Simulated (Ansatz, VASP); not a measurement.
## Two plane-wave programs on Sc4Ta

The input INCAR:

```
  PREC = Accurate
  ENCUT = 600
  EDIFF = 1E-7
  ISMEAR = 0
  SIGMA = 0.1
  LREAL = F
  LASPH = T
  NELM = 60
  ALGO = Normal
  ISIF = 3
  LWAVE = F
  LCHARG = F
  GGA = PE
  IBRION = 2
  NSW = 90
  EDIFFG = -0.04
```

The input KPOINTS:

```
regular mesh
0
Gamma
  6 6 4
```

The input POSCAR:

```
Sc4Ta
1.0
    4.0536734400      0.0000000000      0.0000000000
   -2.0268367200      3.5105841800      0.0000000000
    0.0000000000      0.0000000000      6.6135393200
Sc Ta
4 1
Direct
    0.3333333300      0.6666666700      0.7272647000
    0.3333333300      0.6666666700      0.2727353000
    0.6666666700      0.3333333300      0.2727353000
    0.6666666700      0.3333333300      0.7272647000
    0.0000000000      0.0000000000      0.0000000000
```

Input for Ansatz:

```yaml
crystal:
  lattice:
    - [4.05367344, 0.0, 0.0]
    - [-2.02683672, 3.51058418, 0.0]
    - [0.0, 0.0, 6.61353932]
  atoms:
    - { symbol: Sc, position: [0.33333333, 0.66666667, 0.7272647] }
    - { symbol: Sc, position: [0.33333333, 0.66666667, 0.2727353] }
    - { symbol: Sc, position: [0.66666667, 0.33333333, 0.2727353] }
    - { symbol: Sc, position: [0.66666667, 0.33333333, 0.7272647] }
    - { symbol: Ta, position: [0.0, 0.0, 0.0] }
basis:
  ecutwfc: 420
kpoints:
  mp_grid: { grid: [6, 6, 4] }
hamiltonian:
  xc: pbe
scf:
  occupations: { method: gaussian, width: 0.1 }
  lower_state_search: "off"
output:
  forces: true
  stress: true
  eigenvalues: true
relax:
  adjacent_minimum: "off"
  f_tol: 0.04
  max_steps: 70
  cell: { stress_tol: 0.4 }
```

Alike in both runs: task relaxation of cell and atoms; functional PBE; k mesh 6 × 6 × 4; occupations gaussian, width 0.1 eV; no spin polarisation.

|  | VASP | Ansatz |
| --- | --- | --- |
| version | VASP 6.6.1 | Ansatz 0.2.0 |
| potentials or method | VASP PAW PBE potentials, release 64 (Sc_sv, Ta_pv), cutoff 600 eV | scalar-relativistic, plane waves, PAW |
| valence electrons in the cell | 55 | 57 |

```tsv
	VASP	Ansatz	Ansatz less VASP
gap on the k mesh at the Fermi level, each at its own relaxed structure (eV)	none	none	-
relaxed volume (Å³/atom)	25.35	25.35	-0.004
relaxed cell length with the largest relative difference (Å)	6.234	6.229	-0.0047
```

A gap of «none» marks a metal or a gap that the smearing closes. VASP's potentials hold 55 valence electrons a cell and Ansatz's 57, so a difference there can come from the potentials and not from the codes.

Spin-orbit coupling is off throughout. Noted on VASP's run: the volume moved by over 15 % at a fixed basis, so the end points are rough.
